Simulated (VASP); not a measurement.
# TePb (Fm-3m) in VASP: single point with PBE-based global hybrid with 5 % exact exchange

Aim: the single point of TePb with PBE-based global hybrid with 5 % exact exchange.

All numbers are computed with VASP 6.6.1; they aren't measurements. Logs are shortened: lines on timing, memory, paths and dates and some standing lists are left out, and cuts for length are marked.

## 1. The cell of the first run

It takes space group Fm-3m (No. 225, cubic). Conventional cell: a = 6.462 Å, b = 6.462 Å, c = 6.462 Å, α = 90.00°, β = 90.00°, γ = 90.00°. Within 4.3 Å of Te (site symmetry m-3m) lie 6 Pb at 3.23 Å. Within 4.3 Å of Pb (site symmetry m-3m) lie 6 Te at 3.23 Å.

## 2. Single point, PBE-based global hybrid with 5 % exact exchange

File POSCAR:

```
TePb
1.0
    0.0000000000      3.2310000000      3.2310000000
    3.2310000000      0.0000000000      3.2310000000
    3.2310000000      3.2310000000      0.0000000000
Te Pb
1 1
Direct
    0.5000000000      0.5000000000      0.5000000000
    0.0000000000      0.0000000000      0.0000000000
```

File INCAR.step1:

```
PREC     = Accurate       # precision mode
ENCUT    = 400            # plane-wave cutoff, eV
EDIFF    = 1E-5           # SCF threshold, eV
ISMEAR   = 0              # smearing method
SIGMA    = 0.01           # smearing width, eV
LREAL    = False          # projectors in reciprocal space
LASPH    = True           # aspherical terms in the spheres
NELM     = 120            # most SCF steps
ALGO     = Normal         # electronic algorithm
ISIF     = 2              # what is computed and relaxed
LWAVE    = True           # write WAVECAR
LCHARG   = False          # write CHGCAR
GGA      = PE             # functional
NBANDS   = 17             # bands
GGA_COMPAT= False
```

File INCAR.step2:

```
PREC     = Accurate       # precision mode
ENCUT    = 400            # plane-wave cutoff, eV
EDIFF    = 1E-6           # SCF threshold, eV
ISMEAR   = 0              # smearing method
SIGMA    = 0.01           # smearing width, eV
LREAL    = False          # projectors in reciprocal space
LASPH    = True           # aspherical terms in the spheres
NELM     = 120            # most SCF steps
ALGO     = Normal         # electronic algorithm
ISIF     = 2              # what is computed and relaxed
LWAVE    = False          # write WAVECAR
LCHARG   = False          # write CHGCAR
GGA      = PE             # functional
LHFCALC  = True           # exact exchange
AEXX     = 0.05           # exact-exchange fraction
PRECFOCK = Normal       
ISTART   = 1            
NBANDS   = 17             # bands
GGA_COMPAT= False
```

File KPOINTS:

```
Automatic mesh
0
Gamma
  2 2 2
```

Potentials or basis: VASP PAW PBE potentials, release 64 (Te, Pb_d).

On the command line:

```bash
$ cat potpaw_PBE.64/Te/POTCAR potpaw_PBE.64/Pb_d/POTCAR > POTCAR
$ cp INCAR.step1 INCAR
$ mpirun -np 1 vasp_std > vasp.out
$ cp INCAR.step2 INCAR
$ mpirun -np 1 vasp_std > vasp.out
```

OUTCAR:

```text
PREC = Accurate
   ENCUT = 400
   EDIFF = 1E-6
   ISMEAR = 0
   LREAL = False
   LASPH = True
   NELM = 120
   ISIF = 2
   GGA = PE
   LHFCALC = True
   AEXX = 0.05
   PRECFOCK = Normal
   ISTART = 1

 ion  position               nearest neighbor table
   1  0.500  0.500  0.500-   2 3.23   2 3.23   2 3.23   2 3.23   2 3.23   2 3.23
   2  0.000  0.000  0.000-   1 3.23   1 3.23   1 3.23   1 3.23   1 3.23   1 3.23

  LATTYP: Found a face centered cubic cell.
 ALAT       =     6.4620000000

  Lattice vectors:

 A1 = (   0.0000000000,   3.2310000000,   3.2310000000)
 A2 = (   3.2310000000,   0.0000000000,   3.2310000000)
 A3 = (   3.2310000000,   3.2310000000,   0.0000000000)

Analysis of symmetry for initial positions (statically):
=====================================================================
 Subroutine PRICEL returns:
 Original cell was already a primitive cell.

 Routine SETGRP: Setting up the symmetry group for a
 face centered cubic supercell.

 Subroutine GETGRP returns: Found 48 space group operations
 (whereof 48 operations were pure point group operations)
 out of a pool of 48 trial point group operations.

The static configuration has the point symmetry O_h .

Analysis of symmetry for dynamics (positions and initial velocities):
=====================================================================
 Subroutine PRICEL returns:
 Original cell was already a primitive cell.

 Routine SETGRP: Setting up the symmetry group for a
 face centered cubic supercell.

 Subroutine GETGRP returns: Found 48 space group operations
 (whereof 48 operations were pure point group operations)
 out of a pool of 48 trial point group operations.

The dynamic configuration has the point symmetry O_h .

 Subroutine INISYM returns: Found 48 space group operations
 (whereof 48 operations are pure point group operations),
 and found     1 'primitive' translations

----------------------------------------------------------------------------------------

                                     Primitive cell

  volume of cell :      67.4592

  direct lattice vectors                    reciprocal lattice vectors
     0.000000000  3.231000000  3.231000000    -0.154750851  0.154750851  0.154750851
     3.231000000  0.000000000  3.231000000     0.154750851 -0.154750851  0.154750851
     3.231000000  3.231000000  0.000000000     0.154750851  0.154750851 -0.154750851

  length of vectors
     4.569324020  4.569324020  4.569324020     0.268036337  0.268036337  0.268036337

  position of ions in fractional coordinates (direct lattice)
     0.500000000  0.500000000  0.500000000
     0.000000000  0.000000000  0.000000000

  ion indices of the primitive-cell ions
   primitive index   ion index
                 1           1
                 2           2

----------------------------------------------------------------------------------------

 KPOINTS: Automatic mesh

Automatic generation of k-mesh.
 Grid dimensions read from file:
 generate k-points for:    2    2    2

 Generating k-lattice:

  Cartesian coordinates                     Fractional coordinates (reciprocal lattice)
    -0.077375426  0.077375426  0.077375426     0.500000000  0.000000000  0.000000000
     0.077375426 -0.077375426  0.077375426     0.000000000  0.500000000  0.000000000
     0.077375426  0.077375426 -0.077375426     0.000000000  0.000000000  0.500000000

  Length of vectors
     0.134018168  0.134018168  0.134018168

  Shift w.r.t. Gamma in fractional coordinates (k-lattice)
     0.000000000  0.000000000  0.000000000

 Subroutine IBZKPT returns following result:
 ===========================================

 Found      3 irreducible k-points:

 Following reciprocal coordinates:
            Coordinates               Weight
  0.000000  0.000000  0.000000      1.000000
  0.500000  0.000000  0.000000      4.000000
  0.500000  0.500000  0.000000      3.000000
   k-points           NKPTS =      3   k-points in BZ     NKDIM =      8   number of bands    NBANDS=     17
   number of dos      NEDOS =    301   number of ions     NIONS =      2
   total plane-waves  NPLWV =  27000
   dimension x,y,z NGX =    30 NGY =   30 NGZ =   30
   dimension x,y,z NGXF=    60 NGYF=   60 NGZF=   60
   ions per type =               1   1
   NGX,Y,Z   is equivalent  to a cutoff of  10.91, 10.91, 10.91 a.u.
   NGXF,Y,Z  is equivalent  to a cutoff of  21.83, 21.83, 21.83 a.u.
 SYSTEM =  unknown system
   PREC   = accura    normal or accurate (medium, high low for compatibility)
   ISTART =      1    job   : 0-new  1-cont  2-samecut
   ICHARG =      0    charge: 1-file 2-atom 10-const
   ISPIN  =      1    spin polarized calculation?
   LNONCOLLINEAR =      F non collinear calculations
   LSORBIT =      F    spin-orbit coupling
   LASPH  =      T    aspherical Exc in radial PAW
   ENCUT  =  400.0 eV  29.40 Ry    5.42 a.u.   7.45  7.45  7.45*2*pi/ulx,y,z
   NELM   =    120;   NELMIN=  2; NELMDL=  0     # of ELM steps
   EDIFF  = 0.1E-05   stopping-criterion for ELM
   LREAL  =      F    real-space projection
   EDIFFG = 0.1E-04   stopping-criterion for IOM
   NSW    =      0    number of steps for IOM
   IBRION =     -1    ionic relax: 0-MD 1-quasi-New 2-CG
   NFREE  =      0    steps in history (QN), initial steepest desc. (CG)
   ISIF   =      2    stress and relaxation
   ISYM   =      3    0-nonsym 1-usesym 2-fastsym
   POTIM  = 0.5000    time-step for ionic-motion
   TEBEG  =    0.0;   TEEND  =   0.0 temperature during run
   PSTRESS=    0.0 pullay stress
   NELECT =      20.0000    total number of electrons
   NUPDOWN=      -1.0000    fix difference up-down
   EMIN   =  10.00;   EMAX   =-10.00  energy-range for DOS
   EFERMI =   0.00;   METHOD = LEGACY
   ISMEAR =     0;   SIGMA  =   0.01  broadening in eV -4-tet -1-fermi 0-gaus
   EFERMI_NEDOS =   21; number of points for ismear=-14 and -15
   IALGO  =     38    algorithm
   IMIX   =      1    mixing-type and parameters
     AMIX     =   0.40;   BMIX     =  1.00
     AMIX_MAG =   1.60;   BMIX_MAG =  1.00
  volume/ion in A,a.u.               =      33.73       227.62
  Fermi-wavevector in a.u.,A,eV,Ry     =   1.091619  2.062861 16.213147  1.191633
  Thomas-Fermi vector in A             =   2.227868
   LORBIT       =      0    0 simple, 1 ext, 2 COOP (PROOUT), +10 PAW based schemes
   GGA     = PE    functional components
   LHFCALC =     T    Hartree Fock is set to
   PRECFOCK=normal    Normal, Fast or Accurate (Low or Medium for compatibility)
   ENCUT4O =  -1.0   cutoff for four orbital integrals eV
   NKREDX  =     1    reduce k-point grid by
   NKREDY  =     1    reduce k-point grid by
   NKREDZ  =     1    reduce k-point grid by
   AEXX    =    0.0500 exact exchange contribution
   HFSCREEN=    0.0000 screening length (either q_TF or 0.3 A-1)
   HFSCREENC=   0.0000 screening length for correlation (either q_TF or 0.3 A-1)
   ENCUTFOCK=  -1.0 apply spherical cutoff to Coloumb kernel
   IVDW    =     0    specifies the selected vdW correction
   LEPSILON=     F    determine dielectric tensor
   LRPA    =     F    only Hartree local field effects (RPA)
 non-spin polarized calculation
 Gauss-broadening in eV      SIGMA  =   0.01
  energy-cutoff  :      400.00
  volume of cell :       67.46
 maximum number of plane-waves:      1243
 NGX is ok and might be reduce to    30
  NGX = 24; NGY = 24; NGZ = 24

 number of electron      19.9999997 magnetization

 Free energy of the ion-electron system (eV)
  ---------------------------------------------------
  ext. energy  EPLUGINS =         0.00000000
  ---------------------------------------------------
  free energy    TOTEN  =        -6.38378070 eV

  energy without entropy =       -6.38378070  energy(sigma->0) =       -6.38378070

 E-fermi :   5.7643     XC(G=0):  -8.8373

 val. band max:        5.6539449932   @ k =   0.5000   0.0000   0.0000
 cond. band min:       6.5413154047   @ k =   0.5000   0.0000   0.0000
 fundamental gap:      0.8873704114
 Fermi energy:         5.7643340661

 k-point     1 :       0.0000    0.0000    0.0000
  band No.  band energies     occupation
      1     -11.8929      2.00000
      2     -11.8929      2.00000
      3     -11.8922      2.00000
      4     -11.8922      2.00000
      5     -11.8922      2.00000
      6      -6.5354      2.00000
[... 9 lines left out ...]
     16      11.6614      0.00000
     17      13.1953      0.00000

 k-point     2 :       0.5000    0.0000    0.0000
  band No.  band energies     occupation
      1     -11.9085      2.00000
      2     -11.9085      2.00000
      3     -11.8898      2.00000
      4     -11.8745      2.00000
      5     -11.8745      2.00000
      6      -4.8523      2.00000
[... 9 lines left out ...]
     16      15.1844      0.00000
     17      15.1844      0.00000

 k-point     3 :       0.5000    0.5000    0.0000
  band No.  band energies     occupation
      1     -11.9474      2.00000
      2     -11.9015      2.00000
      3     -11.8823      2.00000
      4     -11.8672      2.00000
      5     -11.8672      2.00000
      6      -4.6660      2.00000
[... 9 lines left out ...]
     16      16.8500      0.00000
     17      16.8717      0.00000

------------------------ aborting loop because EDIFF is reached ----------------------------------------

  FORCE on cell =-STRESS in cart. coord.  units (eV):
  Direction    XX          YY          ZZ          XY          YZ          ZX
  --------------------------------------------------------------------------------------
  -------------------------------------------------------------------------------------
  Total        3.8080566      3.8080566      3.8080566      0.0000000      0.0000000     -0.0000000
  in kB       90.4426132     90.4426132     90.4426132      0.0000000      0.0000000     -0.0000000
  external PRESSURE =      90.4426132 kB  Pullay stress =       0.0000000 kB

 VOLUME and BASIS-vectors are now :
 -----------------------------------------------------------------------------
  energy-cutoff  :      400.00
  volume of cell :       67.46
      direct lattice vectors                 reciprocal lattice vectors
     0.000000000  3.231000000  3.231000000    -0.154750851  0.154750851  0.154750851
     3.231000000  0.000000000  3.231000000     0.154750851 -0.154750851  0.154750851
     3.231000000  3.231000000  0.000000000     0.154750851  0.154750851 -0.154750851

 POSITION                                       TOTAL-FORCE (eV/Angst)
 -----------------------------------------------------------------------------------
      3.23100      3.23100      3.23100         0.000000      0.000000      0.000000
      0.00000      0.00000      0.00000        -0.000000     -0.000000     -0.000000
 -----------------------------------------------------------------------------------
    total drift:                                0.000007     -0.000001      0.000008

  FREE ENERGIE OF THE ION-ELECTRON SYSTEM (eV)
  ---------------------------------------------------
  free  energy   TOTEN  =        -6.3837807038 eV

  energy  without entropy=       -6.3837807038  energy(sigma->0) =       -6.38378070
```

It took 50 s on 1 thread of Intel Xeon Platinum 8375C at 2.90GHz (Ice Lake), shared host; peak memory 0.17 GiB.

Results:

```
Free energy            : -6.3838 eV
Pressure               : 9.0 GPa
Band gap on the k mesh : 0.89 eV
```

Caveat: the k points lie up to 0.84 Å⁻¹ apart, too coarse for converged energies, forces and pressures; the PAW data sets were made with another functional, which shifts forces and pressure a little; spin-orbit coupling is left out, which moves the levels of the heavy elements.
